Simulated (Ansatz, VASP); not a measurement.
# AlNi: VASP beside Ansatz

Contents of INCAR:

```
SYSTEM = AlNi
PREC = Accurate
ENCUT = 600
EDIFF = 1E-6
ISMEAR = -1
SIGMA = 0.05
LREAL = .FALSE.
LASPH = .TRUE.
NELM = 100
ALGO = Normal
ISIF = 3
LWAVE = .FALSE.
LCHARG = .FALSE.
GGA = PE
IBRION = 2
NSW = 60
EDIFFG = -0.005
```

File KPOINTS:

```
regular mesh
0
G
  14 14 14
  0 0 0
```

Contents of POSCAR:

```
AlNi
1.0
    0.0000000000      2.4244436911      2.4244436911
    2.4244436911      0.0000000000      2.4244436911
    2.4244436911      2.4244436911      0.0000000000
Ni Al
1 1
Direct
    0.0000000000      0.0000000000      0.0000000000
    0.5000000000      0.5000000000      0.5000000000
```

Input for Ansatz:

```yaml
crystal:
  lattice:
    - [0.0, 2.4244436911, 2.4244436911]
    - [2.4244436911, 0.0, 2.4244436911]
    - [2.4244436911, 2.4244436911, 0.0]
  atoms:
    - { symbol: Ni, position: [0.0, 0.0, 0.0] }
    - { symbol: Al, position: [0.5, 0.5, 0.5] }
kpoints:
  mp_grid: { grid: [14, 14, 14] }
scf:
  occupations: { method: fermi_dirac, width: 0.05 }
hamiltonian:
  xc: pbe
  pseudopotentials: { kind: paw }
output:
  forces: true
  stress: true
relax:
  f_tol: 0.005
  max_steps: 40
  cell: {}
```

Alike in both runs: task relaxation of cell and atoms; functional PBE; k mesh 14 × 14 × 14; occupations fermi-dirac, width 0.05 eV; no spin polarisation.

|  | VASP | Ansatz |
| --- | --- | --- |
| version | VASP 6.6.1 | Ansatz 0.2.0 |
| potentials or method | VASP PAW PBE potentials, release 64 (Ni, Al) | PAW with Ansatz's default frozen-core files, scalar-relativistic |
| plane-wave cutoff (eV) | 600 | 420 |
| valence electrons in the cell | 13 | 21 |

Ansatz gave:

| Quantity | Value |
| --- | --- |
| relaxed volume (Å³/atom) | 14.34 |
| relaxed cell length with the largest relative difference (Å) | 3.436 |

Question: Estimate VASP's values.

Answer: Relaxed volume (Å³/atom): 14.33; relaxed cell length with the largest relative difference (Å): 3.435.

VASP's potentials hold 13 valence electrons a cell and Ansatz's 21, so a difference there can come from the potentials and not from the codes.
